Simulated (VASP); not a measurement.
A run of VASP 6.6.1 is set up as follows.

Contents of INCAR:

```
PREC = Accurate
ENCUT = 520
EDIFF = 1E-6
ISMEAR = 0
SIGMA = 0.1
LREAL = False
LASPH = True
NELM = 80
ALGO = Normal
ISIF = 2
LWAVE = False
LCHARG = False
GGA = PE
NBANDS = 26
```

KPOINTS

```
regular mesh
0
Gamma
  6 6 6
```

Contents of POSCAR:

```
Mg2CdSe3
1.0
   -1.9776513000      1.9776513000      8.4024623000
    1.9776513000     -1.9776513000      8.4024623000
    1.9776513000      1.9776513000     -8.4024623000
Mg Cd Se
2 1 3
Direct
    0.6668930000      0.6668930000      0.0000000000
    0.3331070000      0.3331070000      0.0000000000
    0.0000000000      0.0000000000      0.0000000000
    0.8304310000      0.8304310000      0.0000000000
    0.5000000000      0.5000000000      0.0000000000
    0.1695690000      0.1695690000      0.0000000000
```

Potentials or basis: VASP PAW PBE potentials, release 64 (Mg, Cd, Se).

Command:

```console
$ cat potpaw_PBE.64/Mg/POTCAR potpaw_PBE.64/Cd/POTCAR potpaw_PBE.64/Se/POTCAR > POTCAR
$ mpirun -np 1 vasp_std > vasp.out
```

(1) Estimate the pressure.

(2) Estimate the band gap on the k mesh.

(3) Estimate the largest force.

Results:

(1) 0.1 GPa.

(2) 0.59 eV, indirect (least direct gap 1.24 eV).

(3) 0.022 eV/Å.
